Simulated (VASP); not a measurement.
# MgS (Cmc2_1) in VASP: further runs

The runs below take MgS through single point, with PBE.

All numbers are computed with VASP 6.6.1; they aren't measurements. Logs are shortened: lines on timing, memory, paths and dates and some standing lists are left out, and cuts for length are marked.

## Step 1: The cell of the first run

The structure is orthorhombic, space group Cmc2_1 (No. 36). Conventional cell: a = 3.631 Å, b = 6.988 Å, c = 6.432 Å, α = 90.00°, β = 90.00°, γ = 90.00°. Mg (site symmetry m) has 4 S at 2.28 to 2.47 Å within 3.0 Å. Within 3.0 Å of S (site symmetry m) lie 4 Mg at 2.28 to 2.47 Å.

## Step 2: Single point, PBE (strain -0.1000 x Voigt [1, 0, 0, 0, 0, 0])

INCAR reads:

```
PREC = Accurate ; ENCUT = 520
EDIFF = 1E-7 ; ISMEAR = 0
SIGMA = 0.05 ; LREAL = F
LASPH = T ; NELM = 80
ALGO = Normal ; ISIF = 2
LWAVE = F ; LCHARG = T
GGA = PE ; LELF = T
LVHAR = T ; NBANDS = 16
```

KPOINTS reads:

```
regular mesh
0
Gamma
  6 6 4
```

POSCAR reads:

```
MgS
1.0
    3.6311601661      0.0000000000      0.0000000000
   -1.8155800831      3.4940854990      0.0000000000
    0.0000000000      0.0000000000      6.4322941800
Mg S
2 2
Direct
    0.6666666667      0.3333333333      0.4957548500
    0.3333333333      0.6666666667      0.9957548500
    0.3333333333      0.6666666667      0.3792441500
    0.6666666667      0.3333333333      0.8792441500
```

Potentials or basis: VASP PAW PBE potentials, release 64 (Mg, S).

The run is started by

```
$ cat potpaw_PBE.64/Mg/POTCAR potpaw_PBE.64/S/POTCAR > POTCAR
$ mpirun -np 1 vasp_std > vasp.out
```

OUTCAR:

```text
PREC = Accurate
   ENCUT = 520
   EDIFF = 1E-7
   ISMEAR = 0
   LREAL = F
   LASPH = T
   NELM = 80
   ISIF = 2
   GGA = PE

 ion  position               nearest neighbor table
   1  0.667  0.333  0.496-   3 2.28   3 2.28   3 2.45   4 2.47
   2  0.333  0.667  0.996-   4 2.28   4 2.28   4 2.45   3 2.47
   3  0.333  0.667  0.379-   1 2.28   1 2.28   1 2.45   2 2.47
   4  0.667  0.333  0.879-   2 2.28   2 2.28   2 2.45   1 2.47

  LATTYP: Found a base centered orthorhombic cell.
 ALAT       =     3.6311601661
 B/A-ratio  =     1.9245008973
 C/A-ratio  =     1.7714157145

  Lattice vectors:

 A1 = (   1.8155800831,  -3.4940854990,   0.0000000000)
 A2 = (   1.8155800830,   3.4940854990,   0.0000000000)
 A3 = (   0.0000000000,   0.0000000000,   6.4322941800)

Analysis of symmetry for initial positions (statically):
=====================================================================
 Subroutine PRICEL returns:
 Original cell was already a primitive cell.

 Routine SETGRP: Setting up the symmetry group for a
 base centered orthorhombic supercell.

 Subroutine GETGRP returns: Found  4 space group operations
 (whereof  2 operations were pure point group operations)
 out of a pool of  8 trial point group operations.

The static configuration has the point symmetry C_1h.
 The point group associated with its full space group is C_2v.

Analysis of symmetry for dynamics (positions and initial velocities):
=====================================================================
 Subroutine PRICEL returns:
 Original cell was already a primitive cell.

 Routine SETGRP: Setting up the symmetry group for a
 base centered orthorhombic supercell.

 Subroutine GETGRP returns: Found  4 space group operations
 (whereof  2 operations were pure point group operations)
 out of a pool of  8 trial point group operations.

The dynamic configuration has the point symmetry C_1h.
 The point group associated with its full space group is C_2v.

 Subroutine INISYM returns: Found  4 space group operations
 (whereof  2 operations are pure point group operations),
 and found     1 'primitive' translations

----------------------------------------------------------------------------------------

                                     Primitive cell

  volume of cell :      81.6103

  direct lattice vectors                    reciprocal lattice vectors
     3.631160166  0.000000000  0.000000000     0.275394076  0.143098960  0.000000000
    -1.815580083  3.494085499  0.000000000     0.000000000  0.286197919  0.000000000
     0.000000000  0.000000000  6.432294180     0.000000000  0.000000000  0.155465526

  length of vectors
     3.631160166  3.937634380  6.432294180     0.310353362  0.286197919  0.155465526

  position of ions in fractional coordinates (direct lattice)
     0.666666667  0.333333333  0.495754850
     0.333333333  0.666666667  0.995754850
     0.333333333  0.666666667  0.379244150
     0.666666667  0.333333333  0.879244150

  ion indices of the primitive-cell ions
   primitive index   ion index
                 1           1
                 2           2
                 3           3
                 4           4

----------------------------------------------------------------------------------------

 KPOINTS: regular mesh

Automatic generation of k-mesh.
 Grid dimensions read from file:
 generate k-points for:    6    6    4

 Generating k-lattice:

  Cartesian coordinates                     Fractional coordinates (reciprocal lattice)
     0.045899013  0.023849827  0.000000000     0.166666667  0.000000000  0.000000000
     0.000000000  0.047699653  0.000000000     0.000000000  0.166666667  0.000000000
     0.000000000  0.000000000  0.038866382     0.000000000  0.000000000  0.250000000

  Length of vectors
     0.051725560  0.047699653  0.038866382

  Shift w.r.t. Gamma in fractional coordinates (k-lattice)
     0.000000000  0.000000000  0.000000000

 Subroutine IBZKPT returns following result:
 ===========================================

 Found     39 irreducible k-points:

 Following reciprocal coordinates:
            Coordinates               Weight
  0.000000  0.000000  0.000000      1.000000
  0.166667  0.000000  0.000000      4.000000
  0.333333 -0.000000  0.000000      4.000000
  0.500000  0.000000  0.000000      2.000000
  0.000000  0.166667  0.000000      2.000000
  0.166667  0.166667  0.000000      4.000000
[... 16 lines left out ...]
  0.000000  0.333333  0.250000      4.000000
  0.166667  0.333333  0.250000      8.000000
 [... further k-points ...]
   k-points           NKPTS =     39   k-points in BZ     NKDIM =     39   number of bands    NBANDS=     16
   number of dos      NEDOS =    301   number of ions     NIONS =      4
   total plane-waves  NPLWV =  40320
   dimension x,y,z NGX =    28 NGY =   30 NGZ =   48
   dimension x,y,z NGXF=    56 NGYF=   60 NGZF=   96
   ions per type =               2   2
   NGX,Y,Z   is equivalent  to a cutoff of  12.82, 12.67, 12.41 a.u.
   NGXF,Y,Z  is equivalent  to a cutoff of  25.64, 25.33, 24.81 a.u.
 SYSTEM =  unknown system
   PREC   = accura    normal or accurate (medium, high low for compatibility)
   ISTART =      0    job   : 0-new  1-cont  2-samecut
   ICHARG =      2    charge: 1-file 2-atom 10-const
   ISPIN  =      1    spin polarized calculation?
   LNONCOLLINEAR =      F non collinear calculations
   LSORBIT =      F    spin-orbit coupling
   LASPH  =      T    aspherical Exc in radial PAW
   ENCUT  =  520.0 eV  38.22 Ry    6.18 a.u.   6.75  7.32 11.96*2*pi/ulx,y,z
   NELM   =     80;   NELMIN=  2; NELMDL= -5     # of ELM steps
   EDIFF  = 0.1E-06   stopping-criterion for ELM
   LREAL  =      F    real-space projection
   EDIFFG = 0.1E-05   stopping-criterion for IOM
   NSW    =      0    number of steps for IOM
   IBRION =     -1    ionic relax: 0-MD 1-quasi-New 2-CG
   NFREE  =      0    steps in history (QN), initial steepest desc. (CG)
   ISIF   =      2    stress and relaxation
   ISYM   =      2    0-nonsym 1-usesym 2-fastsym
   POTIM  = 0.5000    time-step for ionic-motion
   TEBEG  =    0.0;   TEEND  =   0.0 temperature during run
   PSTRESS=    0.0 pullay stress
   NELECT =      16.0000    total number of electrons
   NUPDOWN=      -1.0000    fix difference up-down
   EMIN   =  10.00;   EMAX   =-10.00  energy-range for DOS
   EFERMI =   0.00;   METHOD = LEGACY
   ISMEAR =     0;   SIGMA  =   0.05  broadening in eV -4-tet -1-fermi 0-gaus
   EFERMI_NEDOS =   21; number of points for ismear=-14 and -15
   IALGO  =     38    algorithm
   IMIX   =      4    mixing-type and parameters
     AMIX     =   0.40;   BMIX     =  1.00
     AMIX_MAG =   1.60;   BMIX_MAG =  1.00
  volume/ion in A,a.u.               =      20.40       137.68
  Fermi-wavevector in a.u.,A,eV,Ry     =   0.951042  1.797210 12.306220  0.904482
  Thomas-Fermi vector in A             =   2.079476
   LORBIT       =      0    0 simple, 1 ext, 2 COOP (PROOUT), +10 PAW based schemes
   GGA     = PE    functional components
   LHFCALC =     F    Hartree Fock is set to
   AEXX    =    0.0000 exact exchange contribution
   IVDW    =     0    specifies the selected vdW correction
   LEPSILON=     F    determine dielectric tensor
   LRPA    =     F    only Hartree local field effects (RPA)
 non-spin polarized calculation
 Gauss-broadening in eV      SIGMA  =   0.05
  energy-cutoff  :      520.00
  volume of cell :       81.61
 maximum number of plane-waves:      2216
   NGX = 13   NGY = 15   NGZ = 23

 number of electron      16.0000001 magnetization

 Free energy of the ion-electron system (eV)
  ---------------------------------------------------
  ext. energy  EPLUGINS =         0.00000000
  ---------------------------------------------------
  free energy    TOTEN  =       -16.48642868 eV

  energy without entropy =      -16.48642868  energy(sigma->0) =      -16.48642868

 E-fermi :   2.2740     XC(G=0):  -8.7953

 val. band max:        2.0504695203   @ k =   0.0000   0.0000   0.0000
 cond. band min:       5.7537729685   @ k =   0.0000   0.0000   0.0000
 fundamental gap:      3.7033034483
 Fermi energy:         2.2740221933

 k-point     1 :       0.0000    0.0000    0.0000
  band No.  band energies     occupation
      1      -9.8954      2.00000
      2      -9.0994      2.00000
      3      -1.7329      2.00000
      4       1.1804      2.00000
      5       1.5651      2.00000
      6       1.6940      2.00000
[... 8 lines left out ...]
     15      10.9257      0.00000
     16      11.4989      0.00000

 k-point     2 :       0.1667    0.0000    0.0000
  band No.  band energies     occupation
      1      -9.7076      2.00000
      2      -8.9829      2.00000
      3      -1.4636      2.00000
      4       0.6273      2.00000
      5       0.9009      2.00000
      6       1.1057      2.00000
[... 8 lines left out ...]
     15      10.7005      0.00000
     16      10.8626      0.00000

 k-point     3 :       0.3333   -0.0000    0.0000
  band No.  band energies     occupation
      1      -9.2537      2.00000
      2      -8.7610      2.00000
      3      -0.8625      2.00000
      4      -0.6974      2.00000
      5      -0.3237      2.00000
      6       0.6100      2.00000
[... 8 lines left out ...]
     15      10.7973      0.00000
     16      12.5056      0.00000

 k-point     4 :       0.5000    0.0000    0.0000
  band No.  band energies     occupation
      1      -8.9297      2.00000
      2      -8.7047      2.00000
      3      -1.4482      2.00000
      4      -0.9188      2.00000
      5      -0.0268      2.00000
      6       0.4298      2.00000
[... 8 lines left out ...]
     15      11.0250      0.00000
     16      13.2463      0.00000
[... 324 lines left out ...]
 k-point    22 :      -0.3333    0.1667    0.2500
  band No.  band energies     occupation
      1      -9.2794      2.00000
      2      -8.8831      2.00000
      3      -0.9453      2.00000
      4      -0.4354      2.00000
      5       0.0861      2.00000
      6       0.7280      2.00000
[... 8 lines left out ...]
     15      10.6472      0.00000
     16      11.2016      0.00000

 k-point    23 :       0.0000    0.3333    0.2500
  band No.  band energies     occupation
      1      -9.3335      2.00000
      2      -8.9590      2.00000
      3      -1.3166      2.00000
      4      -0.7766      2.00000
      5      -0.1563      2.00000
      6       1.2532      2.00000
[... 8 lines left out ...]
     15      11.2302      0.00000
     16      12.3009      0.00000

 k-point    24 :       0.1667    0.3333    0.2500
  band No.  band energies     occupation
      1      -9.0868      2.00000
      2      -8.8418      2.00000
      3      -1.3942      2.00000
      4      -0.9966      2.00000
      5       0.0261      2.00000
      6       0.5898      2.00000
[... 8 lines left out ...]
     15      11.3556      0.00000
     16      12.6113      0.00000

 [... further k-points ...]

------------------------ aborting loop because EDIFF is reached ----------------------------------------

  FORCE on cell =-STRESS in cart. coord.  units (eV):
  Direction    XX          YY          ZZ          XY          YZ          ZX
  --------------------------------------------------------------------------------------
  -------------------------------------------------------------------------------------
  Total        9.2190329      3.4172175      2.0495725     -0.0000000      0.0000000      0.0000000
  in kB      180.9885570     67.0869999     40.2373182     -0.0000000      0.0000000      0.0000000
  external PRESSURE =      96.1042917 kB  Pullay stress =       0.0000000 kB

 VOLUME and BASIS-vectors are now :
 -----------------------------------------------------------------------------
  energy-cutoff  :      520.00
  volume of cell :       81.61
      direct lattice vectors                 reciprocal lattice vectors
     3.631160166  0.000000000  0.000000000     0.275394076  0.143098960  0.000000000
    -1.815580083  3.494085499  0.000000000     0.000000000  0.286197919  0.000000000
     0.000000000  0.000000000  6.432294180     0.000000000  0.000000000  0.155465526

 POSITION                                       TOTAL-FORCE (eV/Angst)
 -----------------------------------------------------------------------------------
      1.81558      1.16470      3.18884         0.000000     -0.900774      0.637547
     -0.00000      2.32939      6.40499        -0.000000      0.900774      0.637547
     -0.00000      2.32939      2.43941        -0.000000      0.999649     -0.637547
      1.81558      1.16470      5.65556         0.000000     -0.999649     -0.637547
 -----------------------------------------------------------------------------------
    total drift:                               -0.000000      0.000000     -0.000208

  FREE ENERGIE OF THE ION-ELECTRON SYSTEM (eV)
  ---------------------------------------------------
  free  energy   TOTEN  =       -16.4864286822 eV

  energy  without entropy=      -16.4864286822  energy(sigma->0) =      -16.48642868
```

Run time: 39 s. Hardware: 1 thread of Intel Xeon Platinum 8259CL at 2.50GHz (Skylake/Cascade Lake), shared host; peak memory 0.21 GiB.

What came out:

```
Free energy            : -16.4864 eV
Pressure               : 9.6 GPa
Largest force          : 1.186 eV/Å
Band gap on the k mesh : 3.70 eV, direct
```

Forces on the atoms (eV/Å):
```
Mg   0.000 -0.901  0.638
Mg   0.000  0.901  0.638
S    0.000  1.000 -0.638
S    0.000 -1.000 -0.638
```

Stress tensor (GPa, compression positive):
```
18.10  0.00  0.00
 0.00  6.71  0.00
 0.00  0.00  4.02
```

Caveat: the cell differs from its parent crystal (strain -0.1000 x Voigt [1, 0, 0, 0, 0, 0]); forces of over 1 eV/Å act on the atoms, so gaps and moduli don't describe the material at rest.

## Step 3: Single point, PBE (strain -0.0750 x Voigt [1, 0, 0, 0, 0, 0])

INCAR reads:

```
SYSTEM = MgS
ALGO = Normal ; EDIFF = 1E-6
ENCUT = 520 ; GGA = PE
ISIF = 2 ; ISMEAR = 0
LASPH = .TRUE. ; LCHARG = .FALSE.
LREAL = .FALSE. ; LWAVE = .FALSE.
NBANDS = 16 ; NELM = 60
PREC = Accurate ; SIGMA = 0.05
```

KPOINTS reads:

```
k-points
0
G
  6 6 4
  0 0 0
```

Edit POSCAR of step 2 so:

```diff
@@ -2,4 +2,4 @@
 1.0
-    3.6311601661      0.0000000000      0.0000000000
-   -1.8155800831      3.4940854990      0.0000000000
+    3.7320257263      0.0000000000      0.0000000000
+   -1.8660128632      3.4940854990      0.0000000000
     0.0000000000      0.0000000000      6.4322941800
```

Potentials or basis: VASP PAW PBE potentials, release 64 (Mg, S).

The run is started by

```
$ cat potpaw_PBE.64/Mg/POTCAR potpaw_PBE.64/S/POTCAR > POTCAR
$ mpirun -np 1 vasp_std > vasp.out
```

Run time: 49 s. Hardware: 1 thread of Intel Xeon Platinum 8259CL at 2.50GHz (Skylake/Cascade Lake), shared host; peak memory 0.21 GiB.

It converged, with:

| Item | Value |
| --- | --- |
| Free energy | -16.7038 eV |
| Pressure | 6.9 GPa |
| Largest force | 0.802 eV/Å |
| Band gap on the k mesh | 3.73 eV, direct |

Forces on the atoms (eV/Å):
```
Mg   0.000 -0.596  0.439
Mg   0.000  0.596  0.439
S    0.000  0.671 -0.439
S    0.000 -0.671 -0.439
```

Stress tensor (GPa, compression positive):
```
12.71  0.00  0.00
 0.00  4.86  0.00
 0.00  0.00  3.04
```

Levels at points of the mesh, in eV from the valence-band top:
| k point | band 6 | band 7 | band 8 | band 9 | band 10 | band 11 |
| --- | --- | --- | --- | --- | --- | --- |
| (0.00, 0.00, 0.00) | -0.32 | -0.12 | 0.00 | 3.73 | 5.03 | 7.40 |
| (0.50, 0.00, 0.00) | -1.45 | -1.04 | -0.68 | 4.64 | 5.04 | 5.89 |
| (0.00, 0.50, 0.00) | -1.04 | -0.95 | -0.27 | 5.09 | 5.25 | 6.23 |
| (0.00, 0.00, 0.50) | -0.52 | -0.19 | -0.19 | 5.24 | 5.24 | 7.47 |
| (0.50, 0.00, 0.50) | -1.11 | -0.93 | -0.93 | 4.56 | 4.56 | 6.24 |
| (0.00, 0.50, 0.50) | -1.03 | -0.64 | -0.64 | 4.70 | 4.70 | 6.49 |

Caveat: the cell differs from its parent crystal (strain -0.0750 x Voigt [1, 0, 0, 0, 0, 0]).
